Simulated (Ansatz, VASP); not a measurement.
K in VASP and in Ansatz

```
K
1.0
     3.69768    2.13486    1.50085
    -3.69768    2.13486    1.50085
     0.00000   -4.26972    1.50085
K
1
Direct
  0.50000 0.50000 0.50000
```

Alike in both runs: functional PBEsol; k mesh 15 × 15 × 15; occupations gaussian, width 0.1 eV; no spin polarisation.

Ansatz relaxed the structure, and its values are those at the end. VASP's run is a single point on that final structure, the one shown.

|  | VASP | Ansatz |
| --- | --- | --- |
| version | VASP 6.6.1 | Ansatz 0.2.0 |
| potentials or method | VASP PAW PBE potentials, release 64 (K_sv), cutoff 520 eV | scalar-relativistic, plane waves, PAW |
| valence electrons in the cell | 9 | 9 |

|  | VASP | Ansatz | Ansatz less VASP |
| --- | --- | --- | --- |
| gap on the k mesh at the Fermi level (eV) | none | none | - |
| pressure (GPa) | 0.0 | 0.0 | +0.01 |

VASP's potentials were made for PBE, not for PBEsol. A gap of «none» marks a metal or a gap that the smearing closes. The functional is the same, so the differences come from potentials, cutoffs and numerics.
